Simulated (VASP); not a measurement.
# BaZrO3 (Pm-3m) in VASP: further runs

Runs on BaZrO3. Level: PBEsol. Tasks: relaxation of cell and atoms.

Everything below comes from runs of VASP 6.6.1. Logs are shortened: lines on timing, memory, paths and dates and some standing lists are left out, and cuts for length are marked.

### Step 1. The cell of the first run

Symmetry: Pm-3m, No. 221, cubic system. The conventional cell has a = 4.191 Å, b = 4.191 Å, c = 4.191 Å, α = 90.00°, β = 90.00°, γ = 90.00°. Within 3.9 Å of Ba (site symmetry m-3m) lie 12 O at 2.96 Å and 8 Zr at 3.63 Å. Zr (site symmetry m-3m) has 6 O at 2.10 Å within 2.8 Å. O (site symmetry 4/mmm) has 2 Zr at 2.10 Å within 2.8 Å.

### Step 2. Relaxation of cell and atoms, PBEsol, target pressure 2 GPa, at which the enthalpy is minimised

Contents of INCAR:

```
SYSTEM = BaZrO3
ALGO = Normal ; EDIFF = 1E-7
EDIFFG = -0.01 ; ENCUT = 600
GGA = PS ; IBRION = 2
ISIF = 3 ; ISMEAR = 0
LASPH = .True. ; LCHARG = .False.
LREAL = .False. ; LWAVE = .False.
NELM = 60 ; NSW = 80
PREC = Accurate ; PSTRESS = 20.0
SIGMA = 0.01
```

Contents of KPOINTS:

```
k-points
0
Gamma
  6 6 6
  0 0 0
```

Contents of POSCAR:

```
BaZrO3
1.0
    4.1913400000      0.0000000000      0.0000000000
    0.0000000000      4.1913400000      0.0000000000
    0.0000000000      0.0000000000      4.1913400000
Ba Zr O
1 1 3
Direct
    0.0000000000      0.0000000000      0.0000000000
    0.5000000000      0.5000000000      0.5000000000
    0.0000000000      0.5000000000      0.5000000000
    0.5000000000      0.0000000000      0.5000000000
    0.5000000000      0.5000000000      0.0000000000
```

Potentials or basis: VASP PAW PBE potentials, release 64 (Ba_sv, Zr_sv, O).

Started as:

```sh
cat potpaw_PBE.64/Ba_sv/POTCAR potpaw_PBE.64/Zr_sv/POTCAR potpaw_PBE.64/O/POTCAR > POTCAR
mpirun -np 1 vasp_std > vasp.out
```

OUTCAR:

```text
SYSTEM = BaZrO3
   EDIFF = 1E-7
   EDIFFG = -0.01
   ENCUT = 600
   GGA = PS
   IBRION = 2
   ISIF = 3
   ISMEAR = 0
   LASPH = .True.
   LREAL = .False.
   NELM = 60
   NSW = 80
   PREC = Accurate
   PSTRESS = 20.0

 ion  position               nearest neighbor table
   1  0.000  0.000  0.000-   3 2.96   4 2.96   5 2.96   3 2.96   4 2.96   3 2.96   5 2.96   3 2.96
                             4 2.96   5 2.96   4 2.96   5 2.96   2 3.63   2 3.63   2 3.63   2 3.63
   2  0.500  0.500  0.500-   3 2.10   4 2.10   5 2.10   5 2.10   4 2.10   3 2.10   1 3.63   1 3.63
                             1 3.63   1 3.63   1 3.63   1 3.63   1 3.63   1 3.63
   3  0.000  0.500  0.500-   2 2.10   2 2.10   1 2.96   1 2.96   1 2.96   1 2.96
   4  0.500  0.000  0.500-   2 2.10   2 2.10   1 2.96   1 2.96   1 2.96   1 2.96
   5  0.500  0.500  0.000-   2 2.10   2 2.10   1 2.96   1 2.96   1 2.96   1 2.96

  LATTYP: Found a simple cubic cell.
 ALAT       =     4.1913400000

  Lattice vectors:

 A1 = (   4.1913400000,   0.0000000000,   0.0000000000)
 A2 = (   0.0000000000,   4.1913400000,   0.0000000000)
 A3 = (   0.0000000000,   0.0000000000,   4.1913400000)

Analysis of symmetry for initial positions (statically):
=====================================================================
 Subroutine PRICEL returns:
 Original cell was already a primitive cell.

 Routine SETGRP: Setting up the symmetry group for a
 simple cubic supercell.

 Subroutine GETGRP returns: Found 48 space group operations
 (whereof 48 operations were pure point group operations)
 out of a pool of 48 trial point group operations.

The static configuration has the point symmetry O_h .

Analysis of symmetry for dynamics (positions and initial velocities):
=====================================================================
 Subroutine PRICEL returns:
 Original cell was already a primitive cell.

 Routine SETGRP: Setting up the symmetry group for a
 simple cubic supercell.

 Subroutine GETGRP returns: Found 48 space group operations
 (whereof 48 operations were pure point group operations)
 out of a pool of 48 trial point group operations.

The dynamic configuration has the point symmetry O_h .

 Subroutine INISYM returns: Found 48 space group operations
 (whereof 48 operations are pure point group operations),
 and found     1 'primitive' translations

----------------------------------------------------------------------------------------

                                     Primitive cell

  volume of cell :      73.6307

  direct lattice vectors                    reciprocal lattice vectors
     4.191340000  0.000000000  0.000000000     0.238587182  0.000000000  0.000000000
     0.000000000  4.191340000  0.000000000     0.000000000  0.238587182  0.000000000
     0.000000000  0.000000000  4.191340000     0.000000000  0.000000000  0.238587182

  length of vectors
     4.191340000  4.191340000  4.191340000     0.238587182  0.238587182  0.238587182

  position of ions in fractional coordinates (direct lattice)
     0.000000000  0.000000000  0.000000000
     0.500000000  0.500000000  0.500000000
     0.000000000  0.500000000  0.500000000
     0.500000000  0.000000000  0.500000000
     0.500000000  0.500000000  0.000000000

  ion indices of the primitive-cell ions
   primitive index   ion index
                 1           1
                 2           2
                 3           3
                 4           4
                 5           5

----------------------------------------------------------------------------------------

 KPOINTS: k-points

Automatic generation of k-mesh.
 Grid dimensions read from file:
 generate k-points for:    6    6    6

 Generating k-lattice:

  Cartesian coordinates                     Fractional coordinates (reciprocal lattice)
     0.039764530  0.000000000  0.000000000     0.166666667  0.000000000  0.000000000
     0.000000000  0.039764530  0.000000000     0.000000000  0.166666667  0.000000000
     0.000000000  0.000000000  0.039764530     0.000000000  0.000000000  0.166666667

  Length of vectors
     0.039764530  0.039764530  0.039764530

  Shift w.r.t. Gamma in fractional coordinates (k-lattice)
     0.000000000  0.000000000  0.000000000

 Subroutine IBZKPT returns following result:
 ===========================================

 Found     20 irreducible k-points:

 Following reciprocal coordinates:
            Coordinates               Weight
  0.000000  0.000000  0.000000      1.000000
  0.166667  0.000000  0.000000      6.000000
  0.333333  0.000000  0.000000      6.000000
  0.500000  0.000000  0.000000      3.000000
  0.166667  0.166667  0.000000     12.000000
  0.333333  0.166667  0.000000     24.000000
[... 12 lines left out ...]
  0.500000  0.500000  0.333333      6.000000
  0.500000  0.500000  0.500000      1.000000
   k-points           NKPTS =     20   k-points in BZ     NKDIM =     20   number of bands    NBANDS=     24
   number of dos      NEDOS =    301   number of ions     NIONS =      5
   total plane-waves  NPLWV =  46656
   dimension x,y,z NGX =    36 NGY =   36 NGZ =   36
   dimension x,y,z NGXF=    72 NGYF=   72 NGZF=   72
   ions per type =               1   1   3
   NGX,Y,Z   is equivalent  to a cutoff of  14.28, 14.28, 14.28 a.u.
   NGXF,Y,Z  is equivalent  to a cutoff of  28.56, 28.56, 28.56 a.u.
 SYSTEM =  BaZrO3
   PREC   = accura    normal or accurate (medium, high low for compatibility)
   ISTART =      0    job   : 0-new  1-cont  2-samecut
   ICHARG =      2    charge: 1-file 2-atom 10-const
   ISPIN  =      1    spin polarized calculation?
   LNONCOLLINEAR =      F non collinear calculations
   LSORBIT =      F    spin-orbit coupling
   LASPH  =      T    aspherical Exc in radial PAW
   ENCUT  =  600.0 eV  44.10 Ry    6.64 a.u.   8.37  8.37  8.37*2*pi/ulx,y,z
   NELM   =     60;   NELMIN=  2; NELMDL= -5     # of ELM steps
   EDIFF  = 0.1E-06   stopping-criterion for ELM
   LREAL  =      F    real-space projection
   EDIFFG = -.1E-01   stopping-criterion for IOM
   NSW    =     80    number of steps for IOM
   IBRION =      2    ionic relax: 0-MD 1-quasi-New 2-CG
   NFREE  =      1    steps in history (QN), initial steepest desc. (CG)
   ISIF   =      3    stress and relaxation
   ISYM   =      2    0-nonsym 1-usesym 2-fastsym
   POTIM  = 0.5000    time-step for ionic-motion
   TEBEG  =    0.0;   TEEND  =   0.0 temperature during run
   PSTRESS=   20.0 pullay stress
   NELECT =      40.0000    total number of electrons
   NUPDOWN=      -1.0000    fix difference up-down
   EMIN   =  10.00;   EMAX   =-10.00  energy-range for DOS
   EFERMI =   0.00;   METHOD = LEGACY
   ISMEAR =     0;   SIGMA  =   0.01  broadening in eV -4-tet -1-fermi 0-gaus
   EFERMI_NEDOS =   21; number of points for ismear=-14 and -15
   IALGO  =     38    algorithm
   IMIX   =      4    mixing-type and parameters
     AMIX     =   0.40;   BMIX     =  1.00
     AMIX_MAG =   1.60;   BMIX_MAG =  1.00
  volume/ion in A,a.u.               =      14.73        99.38
  Fermi-wavevector in a.u.,A,eV,Ry     =   1.335802  2.524299 24.277770  1.784366
  Thomas-Fermi vector in A             =   2.464478
   LORBIT       =      0    0 simple, 1 ext, 2 COOP (PROOUT), +10 PAW based schemes
   GGA     = PS    functional components
   LHFCALC =     F    Hartree Fock is set to
   AEXX    =    0.0000 exact exchange contribution
   IVDW    =     0    specifies the selected vdW correction
   LEPSILON=     F    determine dielectric tensor
   LRPA    =     F    only Hartree local field effects (RPA)
 conjugate gradient relaxation of ions
 non-spin polarized calculation
 Gauss-broadening in eV      SIGMA  =   0.01
  energy-cutoff  :      600.00
  volume of cell :       73.63
 maximum number of plane-waves:      2517
 NGX is ok and might be reduce to    36
   NGX = 17   NGY = 17   NGZ = 17

--------------------------------------- Ionic step        1  -------------------------------------------

 number of electron      40.0000010 magnetization

 Free energy of the ion-electron system (eV)
  ---------------------------------------------------
  ext. energy  EPLUGINS =         0.00000000
  ---------------------------------------------------
  free energy    TOTEN  =       -43.62947991 eV

  energy without entropy =      -43.62947991  energy(sigma->0) =      -43.62947991

------------------------ aborting loop because EDIFF is reached ----------------------------------------

  FORCE on cell =-STRESS in cart. coord.  units (eV):
  Direction    XX          YY          ZZ          XY          YZ          ZX
  --------------------------------------------------------------------------------------
  -------------------------------------------------------------------------------------
  Total       -0.1034271     -0.1034271     -0.1034271     -0.0000000     -0.0000000      0.0000000
  in kB       -2.2505371     -2.2505371     -2.2505371     -0.0000000     -0.0000000      0.0000000
  external PRESSURE =     -22.2505371 kB  Pullay stress =      20.0000000 kB

 VOLUME and BASIS-vectors are now :
 -----------------------------------------------------------------------------
  energy-cutoff  :      600.00
  volume of cell :       73.63
      direct lattice vectors                 reciprocal lattice vectors
     4.191340000  0.000000000  0.000000000     0.238587182  0.000000000  0.000000000
     0.000000000  4.191340000  0.000000000     0.000000000  0.238587182  0.000000000
     0.000000000  0.000000000  4.191340000     0.000000000  0.000000000  0.238587182
[... 52 lines left out ...]
  FREE ENERGIE OF THE ION-ELECTRON SYSTEM (eV)
  ---------------------------------------------------
  free  energy   TOTEN  =       -43.5989084770 eV

  energy  without entropy=      -43.5989084770  energy(sigma->0) =      -43.59890848

  enthalpy is  TOTEN    =       -42.7067135448 eV   P V=        0.8921949322

--------------------------------------- Ionic step        3  -------------------------------------------

 number of electron      40.0000001 magnetization

 Free energy of the ion-electron system (eV)
  ---------------------------------------------------
  ext. energy  EPLUGINS =         0.00000000
  ---------------------------------------------------
  free energy    TOTEN  =       -43.62418354 eV

  energy without entropy =      -43.62418354  energy(sigma->0) =      -43.62418354

 E-fermi :   3.8603     XC(G=0): -11.0892

 val. band max:        3.7289406684   @ k =   0.5000   0.5000   0.5000
 cond. band min:       6.8636680360   @ k =   0.0000   0.0000   0.0000
 fundamental gap:      3.1347273676
 Fermi energy:         3.8603430499

 k-point     1 :       0.0000    0.0000    0.0000
  band No.  band energies     occupation
      1     -43.0636      2.00000
      2     -21.4710      2.00000
      3     -21.2930      2.00000
      4     -21.2930      2.00000
      5     -21.2930      2.00000
      6     -12.5826      2.00000
[... 16 lines left out ...]
     23       6.8637      0.00000
     24       8.2878      0.00000
[... 533 lines left out ...]
 POSITION                                       TOTAL-FORCE (eV/Angst)
 -----------------------------------------------------------------------------------
      0.00000      0.00000      0.00000         0.000000      0.000000      0.000000
      2.08637      2.08637      2.08637        -0.000000     -0.000000      0.000000
     -0.00000      2.08637      2.08637        -0.000000     -0.000000      0.000000
      2.08637     -0.00000      2.08637         0.000000     -0.000000      0.000000
      2.08637      2.08637      0.00000         0.000000      0.000000      0.000000
 -----------------------------------------------------------------------------------
    total drift:                                0.000000      0.000000      0.000000

  FREE ENERGIE OF THE ION-ELECTRON SYSTEM (eV)
  ---------------------------------------------------
  free  energy   TOTEN  =       -43.6241835371 eV

  energy  without entropy=      -43.6241835371  energy(sigma->0) =      -43.62418354

  enthalpy is  TOTEN    =       -42.7172378620 eV   P V=        0.9069456751

 reached required accuracy - stopping structural energy minimisation
```

Run time: 1.9 min. Hardware: 1 thread of Intel Xeon Platinum 8488C (Sapphire Rapids), shared host; peak memory 0.24 GiB.

Results:

```yaml
Free_energy: -43.6242 eV
Relaxed_volume: 14.53 Å³/atom
Relaxed_cell: a = 4.173 Å, b = 4.173 Å, c = 4.173 Å, α = 90.00°, β = 90.00°, γ = 90.00°
Space_group_after_relaxing_to_0.05_Å: Pm-3m (No. 221)
Energy_change_on_relaxing_the_enthalpy_is_what_falls: +1.1 meV/atom
Ionic_steps: 3
Pressure_after_relaxing: 2.0 GPa
Band_gap_on_the_k_mesh: 3.13 eV, indirect (least direct gap 3.34 eV)
```

Step by step:
```csv
step,energy change (eV),largest force (eV/Å),pressure (GPa),volume (Å³)
1,0.0000,0.0000,-0.23,73.63
2,0.0306,0.0000,4.91,71.47
3,0.0053,0.0000,1.99,72.65
```

Final structure:
```
Ba Zr O
1.0
     4.17273    0.00000    0.00000
     0.00000    4.17273    0.00000
     0.00000    0.00000    4.17273
Ba Zr O
1 1 3
Direct
  0.00000 0.00000 0.00000
  0.50000 0.50000 0.50000
  0.00000 0.50000 0.50000
  0.50000 0.00000 0.50000
  0.50000 0.50000 0.00000
```

Levels at points of the mesh, in eV from the valence-band top:
```csv
k point,band 18,band 19,band 20,band 21,band 22,band 23
"(0.00, 0.00, 0.00)",-0.21,-0.21,-0.21,3.13,3.13,3.13
"(0.50, 0.00, 0.00)",-1.76,-0.43,-0.43,3.60,5.77,5.77
"(0.50, 0.50, 0.00)",-0.94,-0.76,-0.08,5.74,5.74,6.50
"(0.50, 0.50, 0.50)",0.00,0.00,0.00,5.96,5.96,5.96
```

Caveat: the cell is relaxed towards a set pressure, so the enthalpy falls and the energy may rise; the PAW data sets were made with another functional, which shifts forces and pressure a little; spin-orbit coupling is left out, which moves the levels of the heavy elements.

(Continued in part 2 of 2.)
